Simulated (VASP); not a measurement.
Runs of VASP 6.6.1 on AlRu. The structure is that of space group P4/mmm (No. 123), or close to it. The cells are those of the table. 

```tsv
cell	further INCAR settings	gap on the mesh (eV)	pressure (GPa)
a = 3.341, b = 3.341, c = 2.362 Å, 2 atoms	ALGO = Fast; EDIFF = 1e-06; NBANDS = 16	none	21.2
a = 2.652, b = 2.652, c = 3.750 Å, 2 atoms	ALGO = Fast; EDIFF = 1e-06; NBANDS = 16	none	(b)
a = 3.233, b = 3.233, c = 2.522 Å, 2 atoms	ALGO = Fast; EDIFF = 1e-07; NBANDS = 16	none	(a)
a = 3.142, b = 3.142, c = 2.671 Å, 2 atoms	ALGO = Fast; EDIFF = 1e-06; NBANDS = 16	none	3.9
a = 2.801, b = 2.801, c = 3.361 Å, 2 atoms	ALGO = Fast; EDIFF = 1e-06; NBANDS = 16	none	3.3
```

Alike in all rows: task single point; level PBEsol; potentials or basis VASP PAW PBE potentials, release 64 (Al, Ru_pv); no spin polarisation; k mesh 22 × 22 × 22; cutoff (eV) 520; smearing gaussian 0.15 eV.

Problem. Fill in the values left out.

Solution. (a) 10.1; (b) 8.8.

Caveats: the PAW data sets were made with another functional, which shifts forces and pressure a little.

A k mesh can miss the band edges, and the runs leave out spin-orbit coupling on Ru.

A gap of «none» marks levels without a gap at the run's occupations.
